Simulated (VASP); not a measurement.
Here is a VASP 6.6.1 calculation.

INCAR

```
SYSTEM = K
  PREC = Accurate
  ENCUT = 600
  EDIFF = 1E-6
  ISMEAR = -1
  SIGMA = 0.05
  LREAL = .False.
  LASPH = .True.
  NELM = 80
  ALGO = Normal
  ISIF = 3
  LWAVE = .False.
  LCHARG = .False.
  GGA = PE
  IBRION = 2
  NSW = 60
  EDIFFG = -0.005
  PSTRESS = 13.0
```

KPOINTS

```
Automatic mesh
0
Gamma
  10 10 6
  0 0 0
```

The input POSCAR:

```
K
1.0
    4.3665806013      0.0000000000      0.0000000000
   -2.1832903006      3.7815697284      0.0000000000
    0.0000000000      0.0000000000      7.0738605741
K
2
Direct
    0.3333333333      0.6666666667      0.2500000000
    0.6666666667      0.3333333333      0.7500000000
```

Potentials or basis: VASP PAW PBE potentials, release 64 (K_sv).

Launch:

```console
$ cat potpaw_PBE.64/K_sv/POTCAR > POTCAR
$ mpirun -np 1 vasp_std > vasp.out
```

(1) Estimate the band gap on the k mesh.

Results:

(1) zero (bands 9 and 10 overlap by 2.58 eV).

Caveat: the cell is relaxed towards a set pressure, so the run minimises the enthalpy, not the energy.
